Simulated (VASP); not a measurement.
A run of VASP 6.6.1 is set up as follows.

The input INCAR:

```
SYSTEM = MoS2
ALGO = Normal
EDIFF = 1E-6
ENCUT = 500
GGA = CA
GGA_COMPAT = .False.
ISIF = 2
ISMEAR = 0
ISPIN = 2
LASPH = .True.
LCHARG = .False.
LDAU = .True.
LDAUJ = 0 0
LDAUL = 2 -1
LDAUPRINT = 1
LDAUTYPE = 2
LDAUU = 2.5 0
LMAXMIX = 4
LORBIT = 11
LREAL = .False.
LWAVE = .False.
MAGMOM = 1.38 1.38 0.05 0.05 0.05 0.05
NBANDS = 39
NELM = 200
NUPDOWN = 4.0
PREC = Accurate
SIGMA = 0.05
```

KPOINTS

```
k-points
0
Gamma
  8 8 2
  0 0 0
```

File POSCAR:

```
MoS2
1.0
    3.1610015200      0.0000000000      0.0000000000
   -1.5805007600      2.7375076200      0.0000000000
    0.0000000000      0.0000000000     12.2949997000
Mo S
2 4
Direct
    0.3333333333      0.6666666667      0.2500000000
    0.6666666667      0.3333333333      0.7500000000
    0.3333333333      0.6666666667      0.6275000000
    0.6666666667      0.3333333333      0.1275000000
    0.3333333333      0.6666666667      0.8725000000
    0.6666666667      0.3333333333      0.3725000000
```

Potentials or basis: VASP PAW LDA potentials, release 64 (Mo_sv, S).

Command:

```sh
$ cat potpaw_LDA.64/Mo_sv/POTCAR potpaw_LDA.64/S/POTCAR > POTCAR
$ mpirun -np 1 vasp_std > vasp.out
```

**Question.** Estimate the largest force.

**Answer.** 1.458 eV/Å.

**Question.** Estimate the pressure.

**Answer.** 14.7 GPa.

Stress tensor (GPa, compression positive):
```
16.38  0.00  0.00
 0.00 16.38  0.00
 0.00  0.00 11.29
```

Caveat: the moment is held away from its start; the stress differs along the axes, from 11 to 16 GPa; the total moment is fixed, so each spin has its own Fermi level and the state may be an excited one; forces of over 1 eV/Å act on the atoms, so gaps and moduli don't describe the material at rest.
